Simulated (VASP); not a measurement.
The system is AlN.

```
CELL_PARAMETERS angstrom
3.13025 0.00000 0.00000
-1.56512 2.71087 0.00000
0.00000 0.00000 5.01799
ATOMIC_POSITIONS crystal
Al 0.33333 0.66667 0.99923
Al 0.66667 0.33333 0.49923
N 0.33333 0.66667 0.38077
N 0.66667 0.33333 0.88077
```

- Program: VASP 6.6.1
- Task: relaxation of cell and atoms
- Functional: LDA
- Potentials or basis: VASP PAW LDA potentials, release 64 (Al, N)
- Cutoff: 600 eV
- k mesh: 12 × 12 × 6
- Occupations: fermi-dirac, width 0.02 eV
- Spin: no spin polarisation

At the start: pressure -7.7 GPa; volume 10.65 Å³/atom.

Question: How do energy, volume and symmetry change on relaxing?

Answer: Over 7 steps the energy falls by 10.1 meV/atom and the volume is 10.24 Å³/atom (-3.8 %); space group P6_3mc (No. 186, to 0.05 Å).

The path:
```csv
step,energy change (eV),largest force (eV/Å),pressure (GPa),volume (Å³)
1,0.0000,0.0074,-7.71,42.58
2,-0.0046,0.0231,8.15,39.50
3,-0.0404,0.0081,-0.06,40.96
4,-0.0404,0.0084,0.10,40.93
5,-0.0405,0.0139,-0.10,40.96
6,-0.0405,0.0138,-0.10,40.96
7,-0.0405,0.0010,-0.01,40.94
```

Final structure:
```
CELL_PARAMETERS angstrom
3.09114 0.00000 0.00000
-1.54557 2.67700 0.00000
0.00000 0.00000 4.94792
ATOMIC_POSITIONS crystal
Al 0.33333 0.66667 0.99904
Al 0.66667 0.33333 0.49904
N 0.33333 0.66667 0.38096
N 0.66667 0.33333 0.88096
```
